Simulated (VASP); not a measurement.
Here is a VASP 6.6.1 calculation.

File INCAR:

```
SYSTEM = CdSe
ALGO     = Normal         ! electronic algorithm
EDIFF    = 1E-6           ! SCF threshold, eV
EDIFFG   = -0.01          ! ionic threshold
ENCUT    = 600            ! plane-wave cutoff, eV
GGA      = PS             ! functional
IBRION   = 2              ! ionic algorithm
ISIF     = 3              ! what is computed and relaxed
ISMEAR   = -1             ! smearing method
LASPH    = .True.         ! aspherical terms in the spheres
LCHARG   = .False.        ! write CHGCAR
LREAL    = .False.        ! projectors in reciprocal space
LWAVE    = .False.        ! write WAVECAR
NELM     = 100            ! most SCF steps
NSW      = 60             ! ionic steps
PREC     = Accurate       ! precision mode
SIGMA    = 0.05           ! smearing width, eV
```

The input KPOINTS:

```
k-points
0
Gamma
  8 8 8
  0 0 0
```

Contents of POSCAR:

```
CdSe
1.0
    0.0000000000      2.8739580000      2.8739580000
    2.8739580000      0.0000000000      2.8739580000
    2.8739580000      2.8739580000      0.0000000000
Cd Se
1 1
Direct
    0.0000000000      0.0000000000      0.0000000000
    0.5000000000      0.5000000000      0.5000000000
```

Potentials or basis: VASP PAW PBE potentials, release 64 (Cd, Se).

Run with:

```sh
$ cat potpaw_PBE.64/Cd/POTCAR potpaw_PBE.64/Se/POTCAR > POTCAR
$ mpirun -np 1 vasp_std > vasp.out
```

(1) Predict the band gap on the k mesh.

(2) Predict the relaxed volume.

(3) What does it give for the relaxed cell?

(4) Estimate the space group after relaxing (to 0.1 Å).

Results:

(1) zero (bands 9 and 10 overlap by 0.55 eV).

(2) 22.41 Å³/atom.

(3) a = 3.987 Å, b = 3.987 Å, c = 3.987 Å, α = 60.00°, β = 60.00°, γ = 60.00°.

(4) Fm-3m (No. 225).

Caveat: semilocal functionals underestimate gaps, so a narrow gap can read as zero; the PAW data sets were made with another functional, which shifts forces and pressure a little.
